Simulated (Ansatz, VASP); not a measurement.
## Mg: VASP beside Ansatz

```
CELL_PARAMETERS angstrom
3.19038 0.00000 0.00000
-1.59519 2.76295 0.00000
0.00000 0.00000 10.26577
ATOMIC_POSITIONS crystal
Mg 0.00000 0.00000 0.00000
Mg 0.33333 0.66667 0.25000
Mg 0.00000 0.00000 0.50000
Mg 0.66667 0.33333 0.75000
```

Alike in both runs: task single point; functional r2SCAN; k mesh 18 × 18 × 6; occupations gaussian, width 0.1 eV; no spin polarisation.

```csv
,VASP,Ansatz
version,VASP 6.6.1,Ansatz 0.2.0
potentials or method,"VASP PAW PBE potentials, release 64 (Mg), cutoff 520 eV","scalar-relativistic, plane waves, PAW"
valence electrons in the cell,8,40
```

|  | VASP | Ansatz | Ansatz less VASP |
| --- | --- | --- | --- |
| gap on the k mesh at the Fermi level (eV) | none | none | - |
| pressure (GPa) | -0.3 | 0.0 | +0.27 |
| traceless stress, the component that is largest in VASP (GPa) | 0.30 | 0.30 | +0.006 |

VASP's potentials were made for PBE, not for r2SCAN. A gap of «none» marks a metal or a gap that the smearing closes. VASP's potentials hold 8 valence electrons a cell and Ansatz's 40, so a difference there can come from the potentials and not from the codes.
